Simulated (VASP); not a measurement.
# Rh (Fm-3m) in VASP: notebook

Runs on Rh. Level: r2SCAN. Tasks: single point, relaxation of cell and atoms.

Program: VASP 6.6.1. These are calculated values, not measurements. Logs are shortened: lines on timing, memory, paths and dates and some standing lists are left out, and cuts for length are marked.

## (1) The cell of the first run

The structure is cubic, space group Fm-3m (No. 225). Conventional cell: a = 3.800 Å, b = 3.800 Å, c = 3.800 Å, α = 90.00°, β = 90.00°, γ = 90.00°. Within 3.5 Å of Rh (site symmetry m-3m) lie 12 Rh at 2.69 Å.

## (2) Single point, r2SCAN

POSCAR

```
Rh
1.0
    0.0000000000      1.8999524445      1.8999524445
    1.8999524445      0.0000000000      1.8999524445
    1.8999524445      1.8999524445      0.0000000000
Rh
1
Direct
    0.0000000000      0.0000000000      0.0000000000
```

INCAR.step1

```
SYSTEM = Rh
PREC     = Accurate       ! precision mode
ENCUT    = 520            ! plane-wave cutoff, eV
ISMEAR   = 0              ! smearing method
SIGMA    = 0.1            ! smearing width, eV
LREAL    = .FALSE.        ! projectors in reciprocal space
LASPH    = .TRUE.         ! aspherical terms in the spheres
NELM     = 100            ! most SCF steps
NBANDS   = 14             ! bands
GGA      = PE             ! functional
ALGO     = Normal         ! electronic algorithm
EDIFF    = 1E-4           ! SCF threshold, eV
LWAVE    = .TRUE.         ! write WAVECAR
LCHARG   = .FALSE.        ! write CHGCAR
```

INCAR.step2

```
SYSTEM = Rh
PREC     = Accurate       ! precision mode
ENCUT    = 520            ! plane-wave cutoff, eV
EDIFF    = 1E-7           ! SCF threshold, eV
ISMEAR   = 0              ! smearing method
SIGMA    = 0.1            ! smearing width, eV
LREAL    = .FALSE.        ! projectors in reciprocal space
LASPH    = .TRUE.         ! aspherical terms in the spheres
NELM     = 100            ! most SCF steps
ALGO     = Normal         ! electronic algorithm
ISIF     = 2              ! what is computed and relaxed
LWAVE    = .FALSE.        ! write WAVECAR
LCHARG   = .FALSE.        ! write CHGCAR
METAGGA  = R2SCAN         ! meta-GGA
LMIXTAU  = .TRUE.       
NBANDS   = 14             ! bands
ISTART   = 1
```

KPOINTS

```
Automatic mesh
0
G
  18 18 18
  0 0 0
```

Potentials or basis: VASP PAW PBE potentials, release 64 (Rh_pv).

Run with:

```
> cat potpaw_PBE.64/Rh_pv/POTCAR > POTCAR
> cp INCAR.step1 INCAR
> mpirun -np 1 vasp_std > vasp.out
> cp INCAR.step2 INCAR
> mpirun -np 1 vasp_std > vasp.out
```

OUTCAR:

```text
SYSTEM = Rh
   PREC = Accurate
   ENCUT = 520
   EDIFF = 1E-7
   ISMEAR = 0
   LREAL = .FALSE.
   LASPH = .TRUE.
   NELM = 100
   ISIF = 2
   METAGGA = R2SCAN
   ISTART = 1

 ion  position               nearest neighbor table
   1  0.000  0.000  0.000-

  LATTYP: Found a face centered cubic cell.
 ALAT       =     3.7999048890

  Lattice vectors:

 A1 = (   0.0000000000,   1.8999524445,   1.8999524445)
 A2 = (   1.8999524445,   0.0000000000,   1.8999524445)
 A3 = (   1.8999524445,   1.8999524445,   0.0000000000)

Analysis of symmetry for initial positions (statically):
=====================================================================
 Subroutine PRICEL returns:
 Original cell was already a primitive cell.

 Routine SETGRP: Setting up the symmetry group for a
 face centered cubic supercell.

 Subroutine GETGRP returns: Found 48 space group operations
 (whereof 48 operations were pure point group operations)
 out of a pool of 48 trial point group operations.

The static configuration has the point symmetry O_h .

Analysis of symmetry for dynamics (positions and initial velocities):
=====================================================================
 Subroutine PRICEL returns:
 Original cell was already a primitive cell.

 Routine SETGRP: Setting up the symmetry group for a
 face centered cubic supercell.

 Subroutine GETGRP returns: Found 48 space group operations
 (whereof 48 operations were pure point group operations)
 out of a pool of 48 trial point group operations.

The dynamic configuration has the point symmetry O_h .

 Subroutine INISYM returns: Found 48 space group operations
 (whereof 48 operations are pure point group operations),
 and found     1 'primitive' translations

----------------------------------------------------------------------------------------

                                     Primitive cell

  volume of cell :      13.7170

  direct lattice vectors                    reciprocal lattice vectors
     0.000000000  1.899952445  1.899952445    -0.263164482  0.263164482  0.263164482
     1.899952445  0.000000000  1.899952445     0.263164482 -0.263164482  0.263164482
     1.899952445  1.899952445  0.000000000     0.263164482  0.263164482 -0.263164482

  length of vectors
     2.686938515  2.686938515  2.686938515     0.455814253  0.455814253  0.455814253

  position of ions in fractional coordinates (direct lattice)
     0.000000000  0.000000000  0.000000000

  ion indices of the primitive-cell ions
   primitive index   ion index
                 1           1

[... 83 lines left out ...]
   NUPDOWN=      -1.0000    fix difference up-down
   EMIN   =  10.00;   EMAX   =-10.00  energy-range for DOS
   EFERMI =   0.00;   METHOD = LEGACY
   ISMEAR =     0;   SIGMA  =   0.10  broadening in eV -4-tet -1-fermi 0-gaus
   EFERMI_NEDOS =   21; number of points for ismear=-14 and -15
   IALGO  =     38    algorithm
   IMIX   =      4    mixing-type and parameters
     AMIX     =   0.40;   BMIX     =  1.00
     AMIX_MAG =   1.60;   BMIX_MAG =  1.00
  volume/ion in A,a.u.               =      13.72        92.57
  Fermi-wavevector in a.u.,A,eV,Ry     =   1.686628  3.187264 38.704663  2.844712
  Thomas-Fermi vector in A             =   2.769258
   LORBIT       =      0    0 simple, 1 ext, 2 COOP (PROOUT), +10 PAW based schemes
   METAGGA = R2SCAN    functional components
   LHFCALC =     F    Hartree Fock is set to
   AEXX    =    0.0000 exact exchange contribution
   IVDW    =     0    specifies the selected vdW correction
   LEPSILON=     F    determine dielectric tensor
   LRPA    =     F    only Hartree local field effects (RPA)
 non-spin polarized calculation
 Gauss-broadening in eV      SIGMA  =   0.10
  energy-cutoff  :      520.00
  volume of cell :       13.72
 maximum number of plane-waves:       380
   NGX =  9   NGY =  9   NGZ =  9

 number of electron      15.0000007 magnetization

 Free energy of the ion-electron system (eV)
  ---------------------------------------------------
  ext. energy  EPLUGINS =         0.00000000
  ---------------------------------------------------
  free energy    TOTEN  =       -24.13981901 eV

  energy without entropy =      -24.13304195  energy(sigma->0) =      -24.13643048

 E-fermi :  11.7809     XC(G=0): -15.2246

 val. band max:       11.7801780002   @ k =   0.5000   0.2222   0.1111
 cond. band min:      11.7947598808   @ k =   0.5000   0.3889   0.0000
 fundamental gap:      0.0145818806
 Fermi energy:        11.7809094693

 k-point     1 :       0.0000    0.0000    0.0000
  band No.  band energies     occupation
      1     -36.0214      2.00000
      2     -36.0214      2.00000
      3     -36.0214      2.00000
      4       3.5770      2.00000
      5       8.5894      2.00000
      6       8.5894      2.00000
      7       8.5894      2.00000
      8      10.6972      2.00000
      9      10.6972      2.00000
     10      28.4901      0.00000
     11      29.1463      0.00000
     12      34.2556      0.00000
     13      34.2556      0.00000
     14      34.2556      0.00000
[... 377 lines left out ...]
      1     -36.4047      2.00000
      2     -36.0994      2.00000
      3     -36.0649      2.00000
      4       5.4700      2.00000
      5       8.2526      2.00000
      6       8.9830      2.00000
      7       9.0355      2.00000
      8      10.5195      2.00000
      9      11.2324      2.00000
     10      28.0242      0.00000
     11      29.1464      0.00000
     12      30.2728      0.00000
     13      35.7537      0.00000
     14      37.7026      0.00000

 [... further k-points ...]

------------------------ aborting loop because EDIFF is reached ----------------------------------------

  FORCE on cell =-STRESS in cart. coord.  units (eV):
  Direction    XX          YY          ZZ          XY          YZ          ZX
  --------------------------------------------------------------------------------------
  -------------------------------------------------------------------------------------
  Total        0.1040334      0.1040334      0.1040334      0.0000000     -0.0000000      0.0000000
  in kB       12.1513669     12.1513669     12.1513669      0.0000000     -0.0000000      0.0000000
  external PRESSURE =      12.1513669 kB  Pullay stress =       0.0000000 kB

 VOLUME and BASIS-vectors are now :
 -----------------------------------------------------------------------------
  energy-cutoff  :      520.00
  volume of cell :       13.72
      direct lattice vectors                 reciprocal lattice vectors
     0.000000000  1.899952445  1.899952445    -0.263164482  0.263164482  0.263164482
     1.899952445  0.000000000  1.899952445     0.263164482 -0.263164482  0.263164482
     1.899952445  1.899952445  0.000000000     0.263164482  0.263164482 -0.263164482

 POSITION                                       TOTAL-FORCE (eV/Angst)
 -----------------------------------------------------------------------------------
      0.00000      0.00000      0.00000         0.000000      0.000000      0.000000
 -----------------------------------------------------------------------------------
    total drift:                                0.000000      0.000000      0.000000

  FREE ENERGIE OF THE ION-ELECTRON SYSTEM (eV)
  ---------------------------------------------------
  free  energy   TOTEN  =       -24.1398190122 eV

  energy  without entropy=      -24.1330419528  energy(sigma->0) =      -24.13643048
```

OUTCAR.step1:

```text
SYSTEM = Rh
   PREC = Accurate
   ENCUT = 520
   ISMEAR = 0
   LREAL = .FALSE.
   LASPH = .TRUE.
   NELM = 100
[... 624 lines left out ...]
 -----------------------------------------------------------------------------------
      0.00000      0.00000      0.00000        -0.000000     -0.000000      0.000000
 -----------------------------------------------------------------------------------
    total drift:                                0.000000      0.000000      0.000000

  FREE ENERGIE OF THE ION-ELECTRON SYSTEM (eV)
  ---------------------------------------------------
  free  energy   TOTEN  =        -7.2549471344 eV

  energy  without entropy=       -7.2480781897  energy(sigma->0) =       -7.25151266
```

Run time: 78 s. Hardware: 1 thread of Intel Xeon Platinum 8488C (Sapphire Rapids), shared host; peak memory 0.15 GiB.

What came out:

- Free energy: -24.1398 eV
- Pressure: 1.2 GPa

Caveat: the PAW data sets were made with another functional, which shifts forces and pressure a little.

## (3) Single point, r2SCAN

POSCAR is that of step 2.

INCAR.step1

```
PREC     = Accurate       # precision mode
ENCUT    = 520            # plane-wave cutoff, eV
ISMEAR   = 0              # smearing method
SIGMA    = 0.1            # smearing width, eV
LREAL    = False          # projectors in reciprocal space
LASPH    = True           # aspherical terms in the spheres
NELM     = 100            # most SCF steps
NBANDS   = 14             # bands
GGA      = PE             # functional
ALGO     = Normal         # electronic algorithm
EDIFF    = 1E-4           # SCF threshold, eV
LWAVE    = True           # write WAVECAR
LCHARG   = False          # write CHGCAR
```

INCAR.step2

```
PREC     = Accurate       # precision mode
ENCUT    = 520            # plane-wave cutoff, eV
EDIFF    = 1E-7           # SCF threshold, eV
ISMEAR   = 0              # smearing method
SIGMA    = 0.1            # smearing width, eV
LREAL    = False          # projectors in reciprocal space
LASPH    = True           # aspherical terms in the spheres
NELM     = 100            # most SCF steps
ALGO     = Normal         # electronic algorithm
ISIF     = 2              # what is computed and relaxed
LWAVE    = False          # write WAVECAR
LCHARG   = False          # write CHGCAR
METAGGA  = R2SCAN         # meta-GGA
LMIXTAU  = True         
NBANDS   = 14             # bands
ISTART   = 1
```

KPOINTS

```
regular mesh
0
Gamma
  18 18 18
```

Potentials or basis: VASP PAW PBE potentials, release 64 (Rh_pv).

Run with:

```
> cat potpaw_PBE.64/Rh_pv/POTCAR > POTCAR
> cp INCAR.step1 INCAR
> mpirun -np 1 vasp_std > vasp.out
> cp INCAR.step2 INCAR
> mpirun -np 1 vasp_std > vasp.out
```

Run time: 77 s. Hardware: 1 thread of Intel Xeon Platinum 8488C (Sapphire Rapids), shared host; peak memory 0.15 GiB.

The run converged. Its results:

```yaml
Free_energy: -24.1398 eV
Pressure: 1.2 GPa
```

Levels at points of the mesh, in eV from the Fermi level:
| k point | band 4 | band 5 | band 6 | band 7 | band 8 | band 9 | band 10 | band 11 |
| --- | --- | --- | --- | --- | --- | --- | --- | --- |
| (0.00, 0.00, 0.00) | -8.20 | -3.19 | -3.19 | -3.19 | -1.08 | -1.08 | 16.71 | 17.37 |
| (0.50, 0.00, 0.00) | -6.36 | -3.31 | -3.31 | 0.58 | 0.58 | 0.90 | 9.10 | 16.27 |
| (0.50, 0.50, 0.00) | -6.58 | -6.20 | 0.51 | 1.04 | 1.04 | 3.48 | 12.90 | 14.01 |

Caveat: the PAW data sets were made with another functional, which shifts forces and pressure a little.

(Part 1 of 2 ends here.)
